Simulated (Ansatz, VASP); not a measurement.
Si: VASP beside Ansatz

```xyz
2
Lattice="-2.3002 2.3002 1.3492 2.3002 -2.3002 1.3492 2.3002 2.3002 -1.3492" Properties=species:S:1:pos:R:3 pbc="T T T"
Si    2.3002    0.0000    0.6746
Si    0.0000    0.0000    1.3492
```

Change from the starting cell: strain -0.030 along x and y, +0.015 along z, atoms carried along.

Alike in both runs: task single point; functional LDA; k mesh 20 × 20 × 20; occupations gaussian, width 0.15 eV; no spin polarisation.

```csv
,VASP,Ansatz
version,VASP 6.6.1,Ansatz 0.2.0
potentials or method,"VASP PAW LDA potentials, release 64 (Si), cutoff 520 eV","scalar-relativistic, plane waves, PAW"
valence electrons in the cell,8,8
```

|  | VASP | Ansatz | Ansatz less VASP |
| --- | --- | --- | --- |
| gap on the k mesh at the Fermi level (eV) | none | none | - |
| pressure (GPa) | 6.2 | 6.1 | -0.10 |
| traceless stress, the component that is largest in VASP (GPa) | -5.21 | -5.19 | +0.020 |

LDA's correlation is that of Perdew and Zunger in VASP and of Perdew and Wang (1992) in Ansatz. A gap of «none» marks a metal or a gap that the smearing closes.
